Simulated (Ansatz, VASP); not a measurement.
**Two plane-wave programs on SnO2**

```xyz
3
Lattice="1.6471 0.9510 4.5249 -1.6471 0.9510 4.5249 0.0000 -1.9019 4.5249" Properties=species:S:1:pos:R:3 pbc="T T T"
Sn    0.0000    0.0000    6.7874
O     0.0000    0.0000    3.1913
O     0.0000    0.0000   10.3835
```

Alike in both runs: task single point; functional PBEsol; k mesh 12 × 12 × 12; occupations gaussian, width 0.05 eV; no spin polarisation.

|  | VASP | Ansatz |
| --- | --- | --- |
| version | VASP 6.6.1 | Ansatz 0.2.0 |
| potentials or method | VASP PAW PBE potentials, release 64 (Sn_d, O), cutoff 520 eV | scalar-relativistic, plane waves, PAW |
| valence electrons in the cell | 26 | 26 |

Ansatz gave:

```
gap on the k mesh at the Fermi level (eV)                     : 1.52
least direct gap on the mesh (eV)                             : 1.67
pressure (GPa)                                                : -4.6
traceless stress, the component that is largest in VASP (GPa) : 5.56
rms of the force components (eV/Å)                            : 0.162
```

**Question.** Estimate VASP's values.

**Answer.** gap on the k mesh at the Fermi level (eV): 1.50; least direct gap on the mesh (eV): 1.66; pressure (GPa): -4.0; traceless stress, the component that is largest in VASP (GPa): 5.08; rms of the force components (eV/Å): 0.187.

VASP's potentials were made for PBE, not for PBEsol, and Ansatz warns of the same on its side. Atom by atom the forces differ by 0.025 eV/Å (rms over components). With one functional, cell and mesh, what is left measures potentials, basis and numerics.
